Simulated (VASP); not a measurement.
# Lu (Pm-3m) in VASP: further runs, part 2 of 3

VASP 6.6.1. Earlier steps stand in the parts before.

## 3. Single point, PBEsol

This run uses another cell than the first one, of 19.40 Å³/atom.

The input, INCAR:

```
SYSTEM = Lu
  ALGO = Normal
  EDIFF = 1E-6
  ENCUT = 520
  GGA = PS
  ISIF = 2
  ISMEAR = 1
  LASPH = .TRUE.
  LCHARG = .FALSE.
  LREAL = .FALSE.
  LWAVE = .FALSE.
  NBANDS = 18
  NELM = 100
  PREC = Accurate
  SIGMA = 0.1
```

The input, KPOINTS:

```
k-points
0
G
  7 7 7
  0 0 0
```

The input, POSCAR:

```
Lu
1.0
    2.6871467438      0.0000000000      0.0000000000
    0.0000000000      2.6871467438      0.0000000000
    0.0000000000      0.0000000000      2.6871467438
Lu
1
Direct
    0.0000000000      0.0000000000      0.0000000000
```

Potentials or basis: VASP PAW PBE potentials, release 64 (Lu).

Started as:

```console
$ cat potpaw_PBE.64/Lu/POTCAR > POTCAR
$ mpirun -np 1 vasp_std > vasp.out
```

OUTCAR:

```text
SYSTEM = Lu
   EDIFF = 1E-6
   ENCUT = 520
   GGA = PS
   ISIF = 2
   ISMEAR = 1
   LASPH = .TRUE.
   LREAL = .FALSE.
   NELM = 100
   PREC = Accurate

 ion  position               nearest neighbor table
   1  0.000  0.000  0.000-

  LATTYP: Found a simple cubic cell.
 ALAT       =     2.6871467438

  Lattice vectors:

 A1 = (   2.6871467438,   0.0000000000,   0.0000000000)
 A2 = (   0.0000000000,   2.6871467438,   0.0000000000)
 A3 = (   0.0000000000,   0.0000000000,   2.6871467438)

Analysis of symmetry for initial positions (statically):
=====================================================================
 Subroutine PRICEL returns:
 Original cell was already a primitive cell.

 Routine SETGRP: Setting up the symmetry group for a
 simple cubic supercell.

 Subroutine GETGRP returns: Found 48 space group operations
 (whereof 48 operations were pure point group operations)
 out of a pool of 48 trial point group operations.

The static configuration has the point symmetry O_h .

Analysis of symmetry for dynamics (positions and initial velocities):
=====================================================================
 Subroutine PRICEL returns:
 Original cell was already a primitive cell.

 Routine SETGRP: Setting up the symmetry group for a
 simple cubic supercell.

 Subroutine GETGRP returns: Found 48 space group operations
 (whereof 48 operations were pure point group operations)
 out of a pool of 48 trial point group operations.

The dynamic configuration has the point symmetry O_h .

 Subroutine INISYM returns: Found 48 space group operations
 (whereof 48 operations are pure point group operations),
 and found     1 'primitive' translations

----------------------------------------------------------------------------------------

                                     Primitive cell

  volume of cell :      19.4032

  direct lattice vectors                    reciprocal lattice vectors
     2.687146744  0.000000000  0.000000000     0.372141939  0.000000000  0.000000000
     0.000000000  2.687146744  0.000000000     0.000000000  0.372141939  0.000000000
     0.000000000  0.000000000  2.687146744     0.000000000  0.000000000  0.372141939

  length of vectors
     2.687146744  2.687146744  2.687146744     0.372141939  0.372141939  0.372141939

  position of ions in fractional coordinates (direct lattice)
     0.000000000  0.000000000  0.000000000

  ion indices of the primitive-cell ions
   primitive index   ion index
                 1           1

----------------------------------------------------------------------------------------

 KPOINTS: k-points

Automatic generation of k-mesh.
 Grid dimensions read from file:
 generate k-points for:    7    7    7

 Generating k-lattice:

  Cartesian coordinates                     Fractional coordinates (reciprocal lattice)
     0.053163134  0.000000000  0.000000000     0.142857143  0.000000000  0.000000000
     0.000000000  0.053163134  0.000000000     0.000000000  0.142857143  0.000000000
     0.000000000  0.000000000  0.053163134     0.000000000  0.000000000  0.142857143

  Length of vectors
     0.053163134  0.053163134  0.053163134

  Shift w.r.t. Gamma in fractional coordinates (k-lattice)
     0.000000000  0.000000000  0.000000000

 Subroutine IBZKPT returns following result:
 ===========================================

 Found     20 irreducible k-points:

 Following reciprocal coordinates:
            Coordinates               Weight
  0.000000  0.000000  0.000000      1.000000
  0.142857  0.000000  0.000000      6.000000
  0.285714  0.000000  0.000000      6.000000
  0.428571  0.000000  0.000000      6.000000
  0.142857  0.142857  0.000000     12.000000
  0.285714  0.142857  0.000000     24.000000
[... 12 lines left out ...]
  0.428571  0.428571  0.285714     24.000000
  0.428571  0.428571  0.428571      8.000000
   k-points           NKPTS =     20   k-points in BZ     NKDIM =     20   number of bands    NBANDS=     18
   number of dos      NEDOS =    301   number of ions     NIONS =      1
   total plane-waves  NPLWV =   8000
   dimension x,y,z NGX =    20 NGY =   20 NGZ =   20
   dimension x,y,z NGXF=    40 NGYF=   40 NGZF=   40
   ions per type =               1
   NGX,Y,Z   is equivalent  to a cutoff of  12.37, 12.37, 12.37 a.u.
   NGXF,Y,Z  is equivalent  to a cutoff of  24.75, 24.75, 24.75 a.u.
 SYSTEM =  Lu
   PREC   = accura    normal or accurate (medium, high low for compatibility)
   ISTART =      0    job   : 0-new  1-cont  2-samecut
   ICHARG =      2    charge: 1-file 2-atom 10-const
   ISPIN  =      1    spin polarized calculation?
   LNONCOLLINEAR =      F non collinear calculations
   LSORBIT =      F    spin-orbit coupling
   LASPH  =      T    aspherical Exc in radial PAW
   ENCUT  =  520.0 eV  38.22 Ry    6.18 a.u.   5.00  5.00  5.00*2*pi/ulx,y,z
   NELM   =    100;   NELMIN=  2; NELMDL= -5     # of ELM steps
   EDIFF  = 0.1E-05   stopping-criterion for ELM
   LREAL  =      F    real-space projection
   EDIFFG = 0.1E-04   stopping-criterion for IOM
   NSW    =      0    number of steps for IOM
   IBRION =     -1    ionic relax: 0-MD 1-quasi-New 2-CG
   NFREE  =      0    steps in history (QN), initial steepest desc. (CG)
   ISIF   =      2    stress and relaxation
   ISYM   =      2    0-nonsym 1-usesym 2-fastsym
   POTIM  = 0.5000    time-step for ionic-motion
   TEBEG  =    0.0;   TEEND  =   0.0 temperature during run
   PSTRESS=    0.0 pullay stress
   NELECT =      25.0000    total number of electrons
   NUPDOWN=      -1.0000    fix difference up-down
   EMIN   =  10.00;   EMAX   =-10.00  energy-range for DOS
   EFERMI =   0.00;   METHOD = LEGACY
   ISMEAR =     1;   SIGMA  =   0.10  broadening in eV -4-tet -1-fermi 0-gaus
   EFERMI_NEDOS =   21; number of points for ismear=-14 and -15
   IALGO  =     38    algorithm
   IMIX   =      4    mixing-type and parameters
     AMIX     =   0.40;   BMIX     =  1.00
     AMIX_MAG =   1.60;   BMIX_MAG =  1.00
  volume/ion in A,a.u.               =      19.40       130.94
  Fermi-wavevector in a.u.,A,eV,Ry     =   1.781408  3.366373 43.176935  3.173415
  Thomas-Fermi vector in A             =   2.846005
   LORBIT       =      0    0 simple, 1 ext, 2 COOP (PROOUT), +10 PAW based schemes
   GGA     = PS    functional components
   LHFCALC =     F    Hartree Fock is set to
   AEXX    =    0.0000 exact exchange contribution
   IVDW    =     0    specifies the selected vdW correction
   LEPSILON=     F    determine dielectric tensor
   LRPA    =     F    only Hartree local field effects (RPA)
 non-spin polarized calculation
 Methfessel and Paxton  Order N= 1 SIGMA  =   0.10
  energy-cutoff  :      520.00
  volume of cell :       19.40
 maximum number of plane-waves:       528
 NGX is ok and might be reduce to    20
   NGX =  9   NGY =  9   NGZ =  9

 number of electron      25.0000021 magnetization

 Free energy of the ion-electron system (eV)
  ---------------------------------------------------
  ext. energy  EPLUGINS =         0.00000000
  ---------------------------------------------------
  free energy    TOTEN  =        -3.23172498 eV

  energy without entropy =       -3.23569541  energy(sigma->0) =       -3.23304846

 E-fermi :   3.8550     XC(G=0): -12.9062

 val. band max:        3.7820740903   @ k =   0.4286   0.4286   0.2857
 cond. band min:       3.9347077840   @ k =   0.4286   0.1429   0.1429
 fundamental gap:      0.1526336937
 Fermi energy:         3.8549974819

 k-point     1 :       0.0000    0.0000    0.0000
  band No.  band energies     occupation
      1     -52.3464      2.00000
      2     -21.9410      2.00000
      3     -21.9410      2.00000
      4     -21.9410      2.00000
      5      -2.8504      2.00000
      6      -1.1621      2.00000
[... 10 lines left out ...]
     17      13.6856      0.00000
     18      19.5998      0.00000

 k-point     2 :       0.1429    0.0000    0.0000
  band No.  band energies     occupation
      1     -52.3062      2.00000
      2     -22.4496      2.00000
      3     -21.8974      2.00000
      4     -21.8974      2.00000
      5      -2.1430      2.00000
      6      -1.1933      2.00000
[... 10 lines left out ...]
     17      13.8011      0.00000
     18      17.1703      0.00000
[... 358 lines left out ...]
 k-point    20 :       0.4286    0.4286    0.4286
  band No.  band energies     occupation
      1     -51.7480      2.00000
      2     -23.5399      2.00000
      3     -23.5197      2.00000
      4     -23.5197      2.00000
      5      -1.2554      2.00000
      6      -1.1522      2.00000
[... 10 lines left out ...]
     17      14.8403      0.00000
     18      16.6325      0.00000

------------------------ aborting loop because EDIFF is reached ----------------------------------------

  FORCE on cell =-STRESS in cart. coord.  units (eV):
  Direction    XX          YY          ZZ          XY          YZ          ZX
  --------------------------------------------------------------------------------------
  -------------------------------------------------------------------------------------
  Total        3.7977125      3.7977125      3.7977125     -0.0000000     -0.0000000      0.0000000
  in kB      313.5873371    313.5873371    313.5873371     -0.0000000     -0.0000000      0.0000000
  external PRESSURE =     313.5873371 kB  Pullay stress =       0.0000000 kB

 VOLUME and BASIS-vectors are now :
 -----------------------------------------------------------------------------
  energy-cutoff  :      520.00
  volume of cell :       19.40
      direct lattice vectors                 reciprocal lattice vectors
     2.687146744  0.000000000  0.000000000     0.372141939  0.000000000  0.000000000
     0.000000000  2.687146744  0.000000000     0.000000000  0.372141939  0.000000000
     0.000000000  0.000000000  2.687146744     0.000000000  0.000000000  0.372141939

 POSITION                                       TOTAL-FORCE (eV/Angst)
 -----------------------------------------------------------------------------------
      0.00000      0.00000      0.00000         0.000000      0.000000      0.000000
 -----------------------------------------------------------------------------------
    total drift:                               -0.000000      0.000000      0.000000

  FREE ENERGIE OF THE ION-ELECTRON SYSTEM (eV)
  ---------------------------------------------------
  free  energy   TOTEN  =        -3.2317249845 eV

  energy  without entropy=       -3.2356954142  energy(sigma->0) =       -3.23304846
```

OSZICAR:

```text
N       E                     dE             d eps       ncg     rms          rms(c)
DAV:   1     0.699501325793E+02    0.69950E+02   -0.10137E+04   928   0.472E+03
DAV:   2     0.136450333447E+01   -0.68586E+02   -0.66728E+02   730   0.331E+02
DAV:   3    -0.329267706475E+01   -0.46572E+01   -0.45712E+01   778   0.692E+01
DAV:   4    -0.345259079679E+01   -0.15991E+00   -0.15956E+00   934   0.109E+01
DAV:   5    -0.345666198806E+01   -0.40712E-02   -0.40689E-02   834   0.149E+00    0.418E+00
DAV:   6    -0.323968641660E+01    0.21698E+00   -0.10352E+00  1094   0.285E+01    0.173E+00
DAV:   7    -0.322958586921E+01    0.10101E-01   -0.63682E-02  1062   0.352E+00    0.662E-01
DAV:   8    -0.323051058540E+01   -0.92472E-03   -0.12861E-02  1156   0.747E-01    0.226E-01
DAV:   9    -0.323178043316E+01   -0.12698E-02   -0.19496E-03  1114   0.412E-01    0.481E-02
DAV:  10    -0.323172732629E+01    0.53107E-04   -0.25920E-04   986   0.307E-01    0.106E-02
DAV:  11    -0.323172557899E+01    0.17473E-05   -0.23167E-05  1080   0.708E-02    0.568E-03
DAV:  12    -0.323172498447E+01    0.59451E-06   -0.24734E-06   734   0.269E-02
   1 F= -.32317250E+01 E0= -.32330485E+01  d E =0.397043E-02
```

stdout:

```text
POSCAR found type information on POSCAR Lu
 POSCAR found :  1 types and       1 ions
 scaLAPACK will be used
 -----------------------------------------------------------------------------
|                                                                             |
|                                                                             |
|     You enforced a specific xc type in the INCAR file but a different       |
|     I HOPE YOU KNOW WHAT YOU ARE DOING!                                     |
|                                                                             |
 -----------------------------------------------------------------------------

 LDA part: xc-table for (Slater+PW92), standard interpolation
 POSCAR, INCAR and KPOINTS ok, starting setup
 FFT: planning ... GRIDC
 FFT: planning ... GRID_SOFT
 FFT: planning ... GRID
 WAVECAR not read
 entering main loop
```

Run time: 24 s. Hardware: 1 thread of Intel Xeon 8259CL, shared host; peak memory 0.13 GiB.

Results:

```
Free energy            : -3.2317 eV
Pressure               : 31.4 GPa
Band gap on the k mesh : zero (an odd number of electrons rules out a gap without spin polarisation)
```

Caveat: the cell stands under pressure; the PAW data sets were made with another functional, which shifts forces and pressure a little; spin-orbit coupling is left out, which moves the levels of the heavy elements.

[end of part 2 of 3]
